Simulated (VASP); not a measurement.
## FeNi3: single point with PBE

The system is FeNi3.

```
Fe Ni
1.0
     3.54369    0.00000    0.00000
     0.00000    3.54369    0.00000
     0.00000    0.00000    3.54369
Fe Ni
1 3
Direct
  0.00000 0.00000 0.00000
  0.00000 0.50000 0.50000
  0.50000 0.00000 0.50000
  0.50000 0.50000 0.00000
```

```yaml
Program: VASP 6.6.1
Task: single point
Functional: PBE
Potentials_or_basis: VASP PAW PBE potentials, release 64 (Fe, Ni)
Cutoff: 520 eV
k_mesh: 12 × 12 × 12
Occupations: gaussian, width 0.1 eV
Spin: collinear spin, ferromagnetic start
Starting_moments: "[3.2, 0.75, 0.75, 0.75] μB"
```

The pressure is -0.1 GPa. The net moment is 4.79 μB per cell, the site moments are Fe +2.91; Ni +0.64 μB and the valence electrons inside the program's atomic spheres are Fe 7.09; Ni 9.34.

Levels at points of the mesh, in eV from the Fermi level:
Spin up:
| k point | band 19 | band 20 | band 21 | band 22 | band 23 | band 24 |
| --- | --- | --- | --- | --- | --- | --- |
| (0.00, 0.00, 0.00) | -0.63 | -0.63 | -0.63 | 2.25 | 2.25 | 2.25 |
| (0.50, 0.00, 0.00) | -1.43 | -1.05 | -0.73 | -0.63 | 7.48 | 7.48 |
| (0.50, 0.50, 0.00) | -1.52 | -1.48 | 0.74 | 0.74 | 0.77 | 0.79 |
| (0.50, 0.50, 0.50) | -0.80 | -0.80 | -0.50 | -0.50 | -0.50 | -0.37 |
Spin down:
```csv
k point,band 15,band 16,band 17,band 18,band 19,band 20
"(0.00, 0.00, 0.00)",0.28,0.28,0.99,0.99,1.24,1.24
"(0.50, 0.00, 0.00)",-0.86,-0.41,-0.13,-0.13,0.28,0.51
"(0.50, 0.50, 0.00)",-1.20,-0.80,-0.67,0.16,0.16,0.40
"(0.50, 0.50, 0.50)",-0.46,-0.46,0.06,0.06,0.06,0.78
```

Wall time 4.7 min on 1 thread of Intel(R) Xeon(R) Platinum 8259CL CPU @ 2.50GHz (Skylake/Cascade Lake) (shared host), peak memory 0.29 GiB.
